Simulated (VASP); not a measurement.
# Ca3Zr3N2 (P-3m1) in VASP: single point with PBE

Aim: the single point of Ca3Zr3N2 with PBE.

Everything below comes from runs of VASP 6.6.1. Logs are shortened: lines on timing, memory, paths and dates and some standing lists are left out, and cuts for length are marked.

## 1. The cell of the first run

Symmetry: P-3m1, No. 164, trigonal system. The conventional cell has a = 3.453 Å, b = 3.453 Å, c = 17.299 Å, α = 90.00°, β = 90.00°, γ = 120.00°. Ca (site symmetry 3m) has 9 Ca at 3.45 to 3.87 Å and 3 Zr at 3.59 Å and 1 N at 3.99 Å within 4.5 Å. Within 4.5 Å of Ca (site symmetry -3m) lie 12 Ca at 3.45 to 3.87 Å. Zr (site symmetry -3m) has 6 N at 2.40 Å and 6 Zr at 3.09 Å within 3.2 Å. Within 3.1 Å of Zr (site symmetry 3m) lie 3 N at 2.24 Å and 3 Zr at 3.09 Å. Within 3.0 Å of N (site symmetry 3m) lie 6 Zr at 2.24 to 2.40 Å.

## 2. Single point, PBE

Input file INCAR:

```
SYSTEM = Ca3Zr3N2
PREC = Accurate
ENCUT = 600
EDIFF = 1E-6
ISMEAR = 0
SIGMA = 0.1
LREAL = .False.
LASPH = .True.
NELM = 120
ALGO = Normal
ISIF = 2
LWAVE = .False.
LCHARG = .False.
GGA = PE
NBANDS = 48
GGA_COMPAT = .False.
```

Input file KPOINTS:

```
regular mesh
0
Gamma
  12 12 2
  0 0 0
```

Input file POSCAR:

```
Ca3Zr3N2
1.0
    3.4531571837      0.0000000000      0.0000000000
   -1.7265785919      2.9905218443      0.0000000000
    0.0000000000      0.0000000000     17.2990945640
Ca Zr N
3 3 2
Direct
    0.6666666667      0.3333333333      0.3084293487
    0.3333333333      0.6666666667      0.6915706513
    0.0000000000      0.0000000000      0.5000000000
    0.0000000000      0.0000000000      0.0000000000
    0.3333333333      0.6666666667      0.1361458093
    0.6666666667      0.3333333333      0.8638541907
    0.3333333333      0.6666666667      0.9223960313
    0.6666666667      0.3333333333      0.0776039687
```

Potentials or basis: VASP PAW PBE potentials, release 64 (Ca_sv, Zr_sv, N).

On the command line:

```bash
$ cat potpaw_PBE.64/Ca_sv/POTCAR potpaw_PBE.64/Zr_sv/POTCAR potpaw_PBE.64/N/POTCAR > POTCAR
$ mpirun -np 1 vasp_std > vasp.out
```

OUTCAR:

```text
SYSTEM = Ca3Zr3N2
   PREC = Accurate
   ENCUT = 600
   EDIFF = 1E-6
   ISMEAR = 0
   LREAL = .False.
   LASPH = .True.
   NELM = 120
   ISIF = 2
   GGA = PE

 ion  position               nearest neighbor table
   1  0.667  0.333  0.308-
   2  0.333  0.667  0.692-
   3  0.000  0.000  0.500-
   4  0.000  0.000  0.000-   7 2.40   8 2.40   7 2.40   8 2.40   8 2.40   7 2.40   5 3.09   6 3.09
                             5 3.09   6 3.09   5 3.09   6 3.09
   5  0.333  0.667  0.136-   8 2.24   8 2.24   8 2.24   4 3.09   4 3.09   4 3.09
   6  0.667  0.333  0.864-   7 2.24   7 2.24   7 2.24   4 3.09   4 3.09   4 3.09
   7  0.333  0.667  0.922-   6 2.24   6 2.24   6 2.24   4 2.40   4 2.40   4 2.40
   8  0.667  0.333  0.078-   5 2.24   5 2.24   5 2.24   4 2.40   4 2.40   4 2.40

  LATTYP: Found a hexagonal cell.
 ALAT       =     3.4531571837
 C/A-ratio  =     5.0096458527

  Lattice vectors:

 A1 = (   3.4531571837,   0.0000000000,   0.0000000000)
 A2 = (  -1.7265785919,   2.9905218443,   0.0000000000)
 A3 = (   0.0000000000,   0.0000000000,  17.2990945640)

Analysis of symmetry for initial positions (statically):
=====================================================================
 Subroutine PRICEL returns:
 Original cell was already a primitive cell.

 Routine SETGRP: Setting up the symmetry group for a
 hexagonal supercell.

 Subroutine GETGRP returns: Found 12 space group operations
 (whereof 12 operations were pure point group operations)
 out of a pool of 24 trial point group operations.

The static configuration has the point symmetry D_3d.

Analysis of symmetry for dynamics (positions and initial velocities):
=====================================================================
 Subroutine PRICEL returns:
 Original cell was already a primitive cell.

 Routine SETGRP: Setting up the symmetry group for a
 hexagonal supercell.

 Subroutine GETGRP returns: Found 12 space group operations
 (whereof 12 operations were pure point group operations)
 out of a pool of 24 trial point group operations.

The dynamic configuration has the point symmetry D_3d.

 Subroutine INISYM returns: Found 12 space group operations
 (whereof 12 operations are pure point group operations),
 and found     1 'primitive' translations

----------------------------------------------------------------------------------------

                                     Primitive cell

  volume of cell :     178.6433

  direct lattice vectors                    reciprocal lattice vectors
     3.453157184  0.000000000  0.000000000     0.289590061  0.167194900  0.000000000
    -1.726578592  2.990521844  0.000000000     0.000000000  0.334389800  0.000000000
     0.000000000  0.000000000 17.299094564     0.000000000  0.000000000  0.057806494

  length of vectors
     3.453157184  3.453157184 17.299094564     0.334389800  0.334389800  0.057806494

  position of ions in fractional coordinates (direct lattice)
     0.666666667  0.333333333  0.308429349
     0.333333333  0.666666667  0.691570651
     0.000000000  0.000000000  0.500000000
     0.000000000  0.000000000  0.000000000
     0.333333333  0.666666667  0.136145809
     0.666666667  0.333333333  0.863854191
     0.333333333  0.666666667  0.922396031
     0.666666667  0.333333333  0.077603969

  ion indices of the primitive-cell ions
   primitive index   ion index
                 1           1
                 2           2
                 3           3
                 4           4
                 5           5
                 6           6
                 7           7
                 8           8

----------------------------------------------------------------------------------------

 KPOINTS: regular mesh

Automatic generation of k-mesh.
 Grid dimensions read from file:
 generate k-points for:   12   12    2

 Generating k-lattice:

  Cartesian coordinates                     Fractional coordinates (reciprocal lattice)
     0.024132505  0.013932908  0.000000000     0.083333333  0.000000000  0.000000000
     0.000000000  0.027865817  0.000000000     0.000000000  0.083333333  0.000000000
     0.000000000  0.000000000  0.028903247     0.000000000  0.000000000  0.500000000

  Length of vectors
     0.027865817  0.027865817  0.028903247

  Shift w.r.t. Gamma in fractional coordinates (k-lattice)
     0.000000000  0.000000000  0.000000000

 Subroutine IBZKPT returns following result:
 ===========================================

 Found     38 irreducible k-points:

 Following reciprocal coordinates:
            Coordinates               Weight
  0.000000  0.000000  0.000000      1.000000
  0.083333  0.000000  0.000000      6.000000
  0.166667  0.000000  0.000000      6.000000
  0.250000  0.000000  0.000000      6.000000
  0.333333  0.000000  0.000000      6.000000
  0.416667  0.000000  0.000000      6.000000
[... 16 lines left out ...]
  0.250000  0.000000  0.500000      6.000000
  0.333333  0.000000  0.500000      6.000000
 [... further k-points ...]
   k-points           NKPTS =     38   k-points in BZ     NKDIM =     38   number of bands    NBANDS=     48
   number of dos      NEDOS =    301   number of ions     NIONS =      8
   total plane-waves  NPLWV = 109760
   dimension x,y,z NGX =    28 NGY =   28 NGZ =  140
   dimension x,y,z NGXF=    56 NGYF=   56 NGZF=  280
   ions per type =               3   3   2
   NGX,Y,Z   is equivalent  to a cutoff of  13.48, 13.48, 13.45 a.u.
   NGXF,Y,Z  is equivalent  to a cutoff of  26.96, 26.96, 26.91 a.u.
 SYSTEM =  Ca3Zr3N2
   PREC   = accura    normal or accurate (medium, high low for compatibility)
   ISTART =      0    job   : 0-new  1-cont  2-samecut
   ICHARG =      2    charge: 1-file 2-atom 10-const
   ISPIN  =      1    spin polarized calculation?
   LNONCOLLINEAR =      F non collinear calculations
   LSORBIT =      F    spin-orbit coupling
   LASPH  =      T    aspherical Exc in radial PAW
   ENCUT  =  600.0 eV  44.10 Ry    6.64 a.u.   6.90  6.90 34.55*2*pi/ulx,y,z
   NELM   =    120;   NELMIN=  2; NELMDL= -5     # of ELM steps
   EDIFF  = 0.1E-05   stopping-criterion for ELM
   LREAL  =      F    real-space projection
   EDIFFG = 0.1E-04   stopping-criterion for IOM
   NSW    =      0    number of steps for IOM
   IBRION =     -1    ionic relax: 0-MD 1-quasi-New 2-CG
   NFREE  =      0    steps in history (QN), initial steepest desc. (CG)
   ISIF   =      2    stress and relaxation
   ISYM   =      2    0-nonsym 1-usesym 2-fastsym
   POTIM  = 0.5000    time-step for ionic-motion
   TEBEG  =    0.0;   TEEND  =   0.0 temperature during run
   PSTRESS=    0.0 pullay stress
   NELECT =      76.0000    total number of electrons
   NUPDOWN=      -1.0000    fix difference up-down
   EMIN   =  10.00;   EMAX   =-10.00  energy-range for DOS
   EFERMI =   0.00;   METHOD = LEGACY
   ISMEAR =     0;   SIGMA  =   0.10  broadening in eV -4-tet -1-fermi 0-gaus
   EFERMI_NEDOS =   21; number of points for ismear=-14 and -15
   IALGO  =     38    algorithm
   IMIX   =      4    mixing-type and parameters
     AMIX     =   0.40;   BMIX     =  1.00
     AMIX_MAG =   1.60;   BMIX_MAG =  1.00
  volume/ion in A,a.u.               =      22.33       150.69
  Fermi-wavevector in a.u.,A,eV,Ry     =   1.231262  2.326748 20.626514  1.516006
  Thomas-Fermi vector in A             =   2.366078
   LORBIT       =      0    0 simple, 1 ext, 2 COOP (PROOUT), +10 PAW based schemes
   GGA     = PE    functional components
   LHFCALC =     F    Hartree Fock is set to
   AEXX    =    0.0000 exact exchange contribution
   IVDW    =     0    specifies the selected vdW correction
   LEPSILON=     F    determine dielectric tensor
   LRPA    =     F    only Hartree local field effects (RPA)
 non-spin polarized calculation
 Gauss-broadening in eV      SIGMA  =   0.10
  energy-cutoff  :      600.00
  volume of cell :      178.64
 maximum number of plane-waves:      5991
 NGX is ok and might be reduce to    28
   NGX = 13   NGY = 13   NGZ = 69

 number of electron      76.0000000 magnetization

 Free energy of the ion-electron system (eV)
  ---------------------------------------------------
  ext. energy  EPLUGINS =         0.00000000
  ---------------------------------------------------
  free energy    TOTEN  =       -53.74027255 eV

  energy without entropy =      -53.72247250  energy(sigma->0) =      -53.73137252

 E-fermi :   5.8428     XC(G=0):  -9.8278

 val. band max:        5.8298066698   @ k =   0.3333   0.0000   0.0000
 cond. band min:       5.8658492803   @ k =   0.0833   0.0833   0.5000
 fundamental gap:      0.0360426105
 Fermi energy:         5.8427747174

 k-point     1 :       0.0000    0.0000    0.0000
  band No.  band energies     occupation
      1     -43.4775      2.00000
      2     -43.3731      2.00000
      3     -43.3055      2.00000
      4     -35.7354      2.00000
      5     -35.4417      2.00000
      6     -35.4416      2.00000
[... 40 lines left out ...]
     47       7.8734      0.00000
     48       7.9896      0.00000

 k-point     2 :       0.0833    0.0000    0.0000
  band No.  band energies     occupation
      1     -43.4722      2.00000
      2     -43.3702      2.00000
      3     -43.3052      2.00000
      4     -35.7323      2.00000
      5     -35.4386      2.00000
      6     -35.4385      2.00000
[... 40 lines left out ...]
     47       8.1091      0.00000
     48       8.5183      0.00000

 k-point     3 :       0.1667    0.0000    0.0000
  band No.  band energies     occupation
      1     -43.4573      2.00000
      2     -43.3624      2.00000
      3     -43.3046      2.00000
      4     -35.7239      2.00000
      5     -35.4301      2.00000
      6     -35.4300      2.00000
[... 1060 lines left out ...]
     47       7.9025      0.00000
     48       8.2680      0.00000

 k-point    24 :       0.3333    0.0000    0.5000
  band No.  band energies     occupation
      1     -43.4115      2.00000
      2     -43.3409      2.00000
      3     -43.3080      2.00000
      4     -35.7007      2.00000
      5     -35.4069      2.00000
      6     -35.4068      2.00000
[... 40 lines left out ...]
     47       7.8588      0.00000
     48       8.3048      0.00000

 [... further k-points ...]

------------------------ aborting loop because EDIFF is reached ----------------------------------------

  FORCE on cell =-STRESS in cart. coord.  units (eV):
  Direction    XX          YY          ZZ          XY          YZ          ZX
  --------------------------------------------------------------------------------------
  -------------------------------------------------------------------------------------
  Total        0.1013281      0.1013281      0.0761620     -0.0000000     -0.0000000      0.0000000
  in kB        0.9087699      0.9087699      0.6830649     -0.0000000     -0.0000000      0.0000000
  external PRESSURE =       0.8335349 kB  Pullay stress =       0.0000000 kB

 VOLUME and BASIS-vectors are now :
 -----------------------------------------------------------------------------
  energy-cutoff  :      600.00
  volume of cell :      178.64
      direct lattice vectors                 reciprocal lattice vectors
     3.453157184  0.000000000  0.000000000     0.289590061  0.167194900  0.000000000
    -1.726578592  2.990521844  0.000000000     0.000000000  0.334389800  0.000000000
     0.000000000  0.000000000 17.299094564     0.000000000  0.000000000  0.057806494

 POSITION                                       TOTAL-FORCE (eV/Angst)
 -----------------------------------------------------------------------------------
      1.72658      0.99684      5.33555         0.000000     -0.000000      0.003076
     -0.00000      1.99368     11.96355        -0.000000      0.000000     -0.003076
      0.00000      0.00000      8.64955        -0.000000      0.000000      0.000000
      0.00000      0.00000      0.00000        -0.000000      0.000000      0.000000
     -0.00000      1.99368      2.35520         0.000000      0.000000      0.015857
      1.72658      0.99684     14.94390        -0.000000     -0.000000     -0.015857
     -0.00000      1.99368     15.95662        -0.000000      0.000000      0.004983
      1.72658      0.99684      1.34248         0.000000     -0.000000     -0.004983
 -----------------------------------------------------------------------------------
    total drift:                                0.000000      0.000000      0.000000

  FREE ENERGIE OF THE ION-ELECTRON SYSTEM (eV)
  ---------------------------------------------------
  free  energy   TOTEN  =       -53.7402725467 eV

  energy  without entropy=      -53.7224724965  energy(sigma->0) =      -53.73137252
```

Wall time 5.7 min (1 thread of Intel Xeon 6975P-C (Granite Rapids), shared host); peak memory 0.52 GiB.

What came out:

* Free energy: -53.7403 eV
* Pressure: 0.1 GPa
* Largest force: 0.016 eV/Å
* Band gap on the k mesh: zero (bands 38 and 39 overlap by 0.60 eV)

Forces on the atoms (eV/Å):
```
Ca   0.000  0.000  0.003
Ca   0.000  0.000 -0.003
Ca   0.000  0.000  0.000
Zr   0.000  0.000  0.000
Zr   0.000  0.000  0.016
Zr   0.000  0.000 -0.016
N    0.000  0.000  0.005
N    0.000  0.000 -0.005
```

The gap in the log of VASP goes by the Fermi energy; the results here count the filled bands.